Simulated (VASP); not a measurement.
# AgI: single point with PBEsol

AgI:

```
Ag I
1.0
     4.65087    0.00000    0.00000
    -2.32544    4.02777    0.00000
     0.00000    0.00000    7.59930
Ag I
2 2
Direct
  0.33333 0.66667 0.00000
  0.66667 0.33333 0.50000
  0.33333 0.66667 0.37500
  0.66667 0.33333 0.87500
```

* Program: VASP 6.6.1
* Task: single point
* Functional: PBEsol
* Potentials or basis: VASP PAW PBE potentials, release 64 (Ag, I)
* Cutoff: 500 eV
* k mesh: 6 × 6 × 2
* Occupations: methfessel-paxton, width 0.05 eV
* Spin: no spin polarisation
* Dipole correction: no
* Further INCAR settings: ALGO = Normal; EDIFF = 1e-06; NBANDS = 26

The pressure is -1.8 GPa. The largest force is 0.006 eV/Å and the band gap on the k mesh is 1.24 eV.

Forces in eV/Å, atoms in the order of the input:
```
Ag   0.000  0.000 -0.006
Ag   0.000  0.000 -0.006
I    0.000  0.000  0.006
I    0.000  0.000  0.006
```

Levels at points of the mesh, in eV from the valence-band top:
| k point | band 15 | band 16 | band 17 | band 18 | band 19 | band 20 | band 21 | band 22 |
| --- | --- | --- | --- | --- | --- | --- | --- | --- |
| (0.00, 0.00, 0.00) | -0.67 | -0.06 | 0.00 | 0.00 | 1.24 | 2.55 | 5.73 | 5.73 |
| (0.50, 0.00, 0.00) | -2.08 | -1.68 | -0.97 | -0.67 | 3.23 | 3.54 | 4.77 | 5.74 |
| (0.00, 0.00, 0.50) | -0.35 | -0.35 | -0.35 | -0.35 | 2.54 | 2.54 | 5.54 | 5.54 |
| (0.50, 0.00, 0.50) | -1.17 | -1.17 | -1.16 | -1.16 | 3.19 | 3.19 | 4.82 | 4.82 |

Wall time 78 s on 1 thread of Intel(R) Xeon(R) Platinum 8375C CPU @ 2.90GHz (Ice Lake), with other jobs on the host, peak memory 0.26 GiB.

Caveat: the PAW data sets were made with another functional, which shifts forces and pressure a little; spin-orbit coupling is left out, which moves the levels of the heavy elements.
